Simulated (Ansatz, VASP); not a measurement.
**Two plane-wave programs on KBr**

The input INCAR:

```
SYSTEM = KBr
  ALGO = Normal
  EDIFF = 1E-6
  ENCUT = 520
  GGA = PE
  ISIF = 2
  ISMEAR = 0
  LASPH = .TRUE.
  LCHARG = .TRUE.
  LELF = .TRUE.
  LREAL = .FALSE.
  LVHAR = .TRUE.
  LWAVE = .FALSE.
  NBANDS = 15
  NELM = 80
  PREC = Accurate
  SIGMA = 0.01
```

The input KPOINTS:

```
k-points
0
G
  6 6 6
  0 0 0
```

The input POSCAR:

```
KBr
1.0
    0.0000000000      3.7216414630      3.7216414630
    3.7216414630      0.0000000000      3.7216414630
    3.7216414630      3.7216414630      0.0000000000
K Br
1 1
Direct
    0.0000000000      0.0000000000      0.0000000000
    0.2500000000      0.2500000000      0.2500000000
```

Input for Ansatz:

```yaml
crystal:
  lattice:
    - [0.0, 3.721641463, 3.721641463]
    - [3.721641463, 0.0, 3.721641463]
    - [3.721641463, 3.721641463, 0.0]
  atoms:
    - { symbol: K, position: [0.0, 0.0, 0.0] }
    - { symbol: Br, position: [0.25, 0.25, 0.25] }
kpoints:
  mp_grid: { grid: [6, 6, 6] }
hamiltonian:
  xc: pbe
scf:
  occupations: { method: fixed }
  n_extra_bands: 4
output:
  forces: true
  stress: true
  eigenvalues: true
```

Alike in both runs: task single point; functional PBE; k mesh 6 × 6 × 6; no spin polarisation.

|  | VASP | Ansatz |
| --- | --- | --- |
| version | VASP 6.6.1 | Ansatz 0.2.0 |
| potentials or method | VASP PAW PBE potentials, release 64 (K_sv, Br) | plane waves, PAW |
| plane-wave cutoff (eV) | 520 | 420 |
| occupations | gaussian, width 0.01 eV | fixed |
| valence electrons in the cell | 16 | 16 |

|  | VASP | Ansatz | Ansatz less VASP |
| --- | --- | --- | --- |
| gap on the k mesh at the Fermi level (eV) | 4.23 | 4.24 | +0.001 |
| pressure (GPa) | 0.0 | 0.0 | -0.02 |
